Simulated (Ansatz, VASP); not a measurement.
## B5N: VASP beside Ansatz

```xyz
6
Lattice="2.0238 -3.6004 0.0000 2.0238 3.6004 0.0000 0.0000 0.0000 4.5995" Properties=species:S:1:pos:R:3 pbc="T T T"
B     1.1891    0.9899    2.2998
B     2.8586   -0.9899    2.2998
B     2.8586    0.9899    2.2998
B     1.1891   -0.9899    2.2998
B     0.0000    0.0000    0.0000
N     0.0000    0.0000    2.2998
```

Alike in both runs: task relaxation of cell and atoms; functional PBE; k mesh 10 × 10 × 8; occupations gaussian, width 0.1 eV; no spin polarisation.

```csv
,VASP,Ansatz
version,VASP 6.6.1,Ansatz 0.2.0
potentials or method,"VASP PAW PBE potentials, release 64 (B, N), cutoff 600 eV","scalar-relativistic, plane waves, PAW"
valence electrons in the cell,20,20
```

|  | VASP | Ansatz | Ansatz less VASP |
| --- | --- | --- | --- |
| gap on the k mesh at the Fermi level, each at its own relaxed structure (eV) | none | none | - |
| relaxed volume (Å³/atom) | 11.05 | 11.07 | +0.016 |
| relaxed length of the cell vector where the two differ most in proportion (Å) | 4.549 | 4.554 | +0.0053 |

A gap of «none» marks a metal or a gap that the smearing closes.
